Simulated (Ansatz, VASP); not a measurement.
**Pt: VASP beside Ansatz**

INCAR

```
PREC = Accurate
ENCUT = 520
EDIFF = 1E-6
ISMEAR = 0
SIGMA = 0.15
LREAL = F
LASPH = T
NELM = 100
ALGO = Normal
ISIF = 2
LWAVE = F
LCHARG = F
GGA = PE
NBANDS = 11
```

Contents of KPOINTS:

```
Automatic mesh
0
Gamma
  24 24 24
```

POSCAR

```
Pt
1.0
   -1.5842200000      1.5842200000      1.5842200000
    1.5842200000     -1.5842200000      1.5842200000
    1.5842200000      1.5842200000     -1.5842200000
Pt
1
Direct
    0.0000000000      0.0000000000      0.0000000000
```

Input for Ansatz:

```yaml
crystal:
  lattice:
    - [-1.58422, 1.58422, 1.58422]
    - [1.58422, -1.58422, 1.58422]
    - [1.58422, 1.58422, -1.58422]
  atoms:
    - { symbol: Pt, position: [0.0, 0.0, 0.0] }
basis:
  ecutwfc: 420
kpoints:
  mp_grid: { grid: [24, 24, 24] }
hamiltonian:
  xc: pbe
scf:
  occupations: { method: gaussian, width: 0.15 }
output:
  forces: true
  stress: true
  eigenvalues: true
  write_density: true
  write_potential: true
  elf: true
  volumetric_format: npy
```

Alike in both runs: task single point; functional PBE; k mesh 24 × 24 × 24; occupations gaussian, width 0.15 eV; no spin polarisation.

```csv
,VASP,Ansatz
version,VASP 6.6.1,Ansatz 0.2.0
potentials or method,"VASP PAW PBE potentials, release 64 (Pt), cutoff 520 eV","scalar-relativistic, plane waves, PAW"
valence electrons in the cell,10,18
```

Ansatz gave:

| Property | Result |
| --- | --- |
| gap on the k mesh at the Fermi level (eV) | none |
| pressure (GPa) | -1.0 |

Q: Estimate VASP's values.

A: gap on the k mesh at the Fermi level (eV): none; pressure (GPa): -1.5.

A gap of «none» marks a metal or a gap that the smearing closes. The functional is the same, so the differences come from potentials, cutoffs and numerics. VASP's potentials hold 10 valence electrons a cell and Ansatz's 18, so a difference there can come from the potentials and not from the codes.

Neither program's run includes spin-orbit coupling.
